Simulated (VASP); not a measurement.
# RbVF3 (Pm-3m) in VASP: notebook, part 2 of 2

VASP 6.6.1. The steps go on from the part before.

## (3) Single point, LDA+U, collinear spin, ferromagnetic start

The input, INCAR:

```
PREC = Accurate
ENCUT = 520
EDIFF = 1E-7
ISMEAR = 0
SIGMA = 0.05
LREAL = F
LASPH = T
NELM = 150
ALGO = Normal
ISIF = 2
LWAVE = F
LCHARG = F
ISPIN = 2
MAGMOM = 0.01 2.54 0.08 0.08 0.08
LORBIT = 11
NUPDOWN = 3.3
LMAXMIX = 4
LDAU = T
LDAUTYPE = 2
LDAUL = -1 2 -1
LDAUU = 0 4 0
LDAUJ = 0 0 0
LDAUPRINT = 1
NBANDS = 34
```

The input, KPOINTS:

```
Automatic mesh
0
Gamma
  5 5 5
```

The input, POSCAR:

```
RbVF3
1.0
    4.1819996800      0.0000000000      0.0000000000
    0.0000000000      4.1819996800      0.0000000000
    0.0000000000      0.0000000000      4.1819996800
Rb V F
1 1 3
Direct
    0.0000000000      0.0000000000      0.0000000000
    0.5000000000      0.5000000000      0.5000000000
    0.5000000000      0.5000000000      0.0000000000
    0.0000000000      0.5000000000      0.5000000000
    0.5000000000      0.0000000000      0.5000000000
```

Potentials or basis: VASP PAW LDA potentials, release 64 (Rb_sv, V_sv, F).

Started as:

```bash
cat potpaw_LDA.64/Rb_sv/POTCAR potpaw_LDA.64/V_sv/POTCAR potpaw_LDA.64/F/POTCAR > POTCAR
mpirun -np 1 vasp_std > vasp.out
```

OUTCAR:

```text
PREC = Accurate
   ENCUT = 520
   EDIFF = 1E-7
   ISMEAR = 0
   LREAL = F
   LASPH = T
   NELM = 150
   ISIF = 2
   ISPIN = 2
   LORBIT = 11
   NUPDOWN = 3.3

 ion  position               nearest neighbor table
   1  0.000  0.000  0.000-   3 2.96   4 2.96   5 2.96   4 2.96   5 2.96   3 2.96   4 2.96   4 2.96
                             3 2.96   5 2.96   5 2.96   3 2.96   2 3.62   2 3.62   2 3.62   2 3.62
   2  0.500  0.500  0.500-   3 2.09   4 2.09   5 2.09   3 2.09   5 2.09   4 2.09   1 3.62   1 3.62
                             1 3.62   1 3.62   1 3.62   1 3.62   1 3.62   1 3.62
   3  0.500  0.500  0.000-   2 2.09   2 2.09   1 2.96   1 2.96   1 2.96   1 2.96
   4  0.000  0.500  0.500-   2 2.09   2 2.09   1 2.96   1 2.96   1 2.96   1 2.96
   5  0.500  0.000  0.500-   2 2.09   2 2.09   1 2.96   1 2.96   1 2.96   1 2.96

  LATTYP: Found a simple cubic cell.
 ALAT       =     4.1819996800

[... 977 lines left out ...]
      0.00000      0.00000      0.00000         0.000000      0.000000      0.000000
      2.09100      2.09100      2.09100         0.000000      0.000000      0.000000
      2.09100      2.09100      0.00000         0.000000      0.000000      0.000000
      0.00000      2.09100      2.09100         0.000000      0.000000      0.000000
      2.09100      0.00000      2.09100         0.000000      0.000000      0.000000
 -----------------------------------------------------------------------------------
    total drift:                                0.000000     -0.000000     -0.000000

  FREE ENERGIE OF THE ION-ELECTRON SYSTEM (eV)
  ---------------------------------------------------
  free  energy   TOTEN  =       -28.3371777430 eV

  energy  without entropy=      -28.3295685847  energy(sigma->0) =      -28.33337316

 total charge

# of ion       s       p       d       tot
------------------------------------------
    1        1.943   5.337   0.026   7.306
    2        2.144   6.112   3.132  11.387
    3        1.725   4.340   0.000   6.066
    4        1.725   4.340   0.000   6.066
    5        1.725   4.340   0.000   6.066
--------------------------------------------------
tot          9.264  24.470   3.158  36.892

 magnetization (x)

# of ion       s       p       d       tot
------------------------------------------
    1        0.006   0.002   0.002   0.010
    2        0.021   0.009   2.746   2.776
    3        0.003   0.059   0.000   0.062
    4        0.003   0.059   0.000   0.062
    5        0.003   0.059   0.000   0.062
--------------------------------------------------
tot          0.034   0.188   2.748   2.971
```

OSZICAR:

```text
N       E                     dE             d eps       ncg     rms          rms(c)
DAV:   1     0.422951081192E+03    0.42295E+03   -0.24178E+04  1368   0.128E+03
DAV:   2    -0.569225098070E+01   -0.42864E+03   -0.41293E+03  1560   0.372E+02
DAV:   3    -0.277778736980E+02   -0.22086E+02   -0.21839E+02  1616   0.902E+01
DAV:   4    -0.282236944828E+02   -0.44582E+00   -0.44468E+00  1906   0.115E+01
DAV:   5    -0.282321500411E+02   -0.84556E-02   -0.84530E-02  1606   0.115E+00    0.151E+01
DAV:   6    -0.277772720858E+02    0.45488E+00   -0.10802E+01  1524   0.252E+01    0.845E+00
DAV:   7    -0.282180174977E+02   -0.44075E+00   -0.12115E+00  1464   0.901E+00    0.567E+00
DAV:   8    -0.282991694271E+02   -0.81152E-01   -0.17477E-01  1636   0.269E+00    0.286E+00
DAV:   9    -0.283148020893E+02   -0.15633E-01   -0.43246E-02  1594   0.164E+00    0.659E-01
DAV:  10    -0.283352627114E+02   -0.20461E-01   -0.12673E-02  1586   0.586E-01    0.283E-01
DAV:  11    -0.283370334932E+02   -0.17708E-02   -0.16573E-03  1544   0.266E-01    0.102E-01
DAV:  12    -0.283371116546E+02   -0.78161E-04   -0.16092E-04  1826   0.727E-02    0.612E-02
DAV:  13    -0.283371760360E+02   -0.64381E-04   -0.32958E-05  1606   0.361E-02    0.208E-02
DAV:  14    -0.283371777300E+02   -0.16940E-05   -0.47351E-06  1618   0.116E-02    0.937E-03
DAV:  15    -0.283371777430E+02   -0.13017E-07   -0.91826E-07  1674   0.474E-03
   1 F= -.28337178E+02 E0= -.28333373E+02  d E =-.760916E-02  mag=     3.3000
```

Wall time 57 s (1 thread of Intel Xeon 8259CL, shared host); peak memory 0.18 GiB.

What came out:

```yaml
Free_energy: -28.3372 eV
Pressure: -0.9 GPa
Net_moment: 3.30 μB per cell
Site_moments: Rb +0.01; V +2.78; F +0.06 μB
Valence_electrons_inside_the_program's_atomic_spheres: Rb 7.31; V 11.39; F 6.07
```

Eigenvalues of the final occupation matrices:
| site | spin | trace | eigenvalues |
| --- | --- | --- | --- |
| site 2 d | 1 | 2.96 | 0.11 0.11 0.91 0.91 0.91 |
| site 2 d | 2 | 0.20 | 0.02 0.02 0.02 0.07 0.07 |

Caveat: the total moment is fixed, so each spin has its own Fermi level and the state may be an excited one.

## (4) Single point, LDA+U, collinear spin, ferromagnetic start

The input, INCAR:

```
ALGO = Normal ; EDIFF = 1E-7
ENCUT = 520 ; ISIF = 2
ISMEAR = 0 ; ISPIN = 2
LASPH = True ; LCHARG = True
LDAU = True ; LDAUJ = 0 0 0
LDAUL = -1 2 -1 ; LDAUPRINT = 1
LDAUTYPE = 2 ; LDAUU = 0 4 0
LELF = True ; LMAXMIX = 4
LORBIT = 11 ; LREAL = False
LVHAR = True ; LWAVE = False
MAGMOM = -0.01 2.37 0.01 0.01 0.01 ; NBANDS = 34
NELM = 150 ; NUPDOWN = 2.7
PREC = Accurate ; SIGMA = 0.05
```

The input, KPOINTS:

```
k-points
0
Gamma
  5 5 5
```

POSCAR is that of step 3.

Started as:

```bash
cat potpaw_LDA.64/Rb_sv/POTCAR potpaw_LDA.64/V_sv/POTCAR potpaw_LDA.64/F/POTCAR > POTCAR
mpirun -np 1 vasp_std > vasp.out
```

Run time: 62 s. Hardware: 1 thread of Intel Xeon 8259CL, shared host; peak memory 0.18 GiB.

The run converged. Its results:

- Free energy: -28.9433 eV
- Pressure: -3.2 GPa
- Net moment: 2.70 μB per cell
- Site moments: Rb -0.01; V +2.54; F +0.01 μB
- Valence electrons inside the program's atomic spheres: Rb 7.31; V 11.30; F 6.08

Eigenvalues of the final occupation matrices:
```tsv
site	spin	trace	eigenvalues
site 2 d	1	2.80	0.09 0.09 0.87 0.87 0.87
site 2 d	2	0.26	0.03 0.03 0.03 0.08 0.08
```

Caveat: the cell stands under tension; the total moment is fixed, so each spin has its own Fermi level and the state may be an excited one. The state reached can hang on the start; a lower one may exist.

## (5) Summary

| fixed moment (μB) | pressure (GPa) | moment (μB) |
| --- | --- | --- |
| 0.75 | -7.2 | 0.75 |
| 3.3 | -0.9 | 3.30 |
| 2.7 | -3.2 | 2.70 |

Alike in all rows: task single point; level LDA+U; potentials or basis VASP PAW LDA potentials, release 64 (Rb_sv, V_sv, F); spin collinear, ferromagnetic start; V d U = 4.0 eV; cell as given; k mesh 5 × 5 × 5; cutoff (eV) 520; smearing gaussian 0.05 eV.

Caveats: the total moment is fixed, so each spin has its own Fermi level and the state may be an excited one; the cell stands under tension (at least some runs).

Total energies depend on the potentials used, so only differences within one code and one set of settings carry meaning.
